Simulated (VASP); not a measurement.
A run of VASP 6.6.1:

INCAR

```
SYSTEM = KF
PREC = Accurate ; ENCUT = 520
EDIFF = 1E-6 ; ISMEAR = 0
SIGMA = 0.05 ; LREAL = .False.
LASPH = .True. ; NELM = 80
ALGO = Normal ; ISIF = 2
LWAVE = .False. ; LCHARG = .False.
GGA = RE ; NBANDS = 15
```

Contents of KPOINTS:

```
Automatic mesh
0
Gamma
  8 8 8
  0 0 0
```

File POSCAR:

```
KF
1.0
    0.0000000000      2.8142438904      2.8142438904
    2.8142438904      0.0000000000      2.8142438904
    2.8142438904      2.8142438904      0.0000000000
K F
1 1
Direct
    0.0000000000      0.0000000000      0.0000000000
    0.5000000000      0.5000000000      0.5000000000
```

Potentials or basis: VASP PAW PBE potentials, release 64 (K_sv, F).

Launch:

```sh
$ cat potpaw_PBE.64/K_sv/POTCAR potpaw_PBE.64/F/POTCAR > POTCAR
$ mpirun -np 1 vasp_std > vasp.out
```

Hardware: 1 thread of Intel Xeon 8259CL, with other jobs on the host.

Problem. Estimate the wall time of this run.

Solution. Wall time 44 s on 1 thread of Intel Xeon 8259CL, on a shared host, peak memory 0.17 GiB. Counts: scf iterations 14, k points 29.
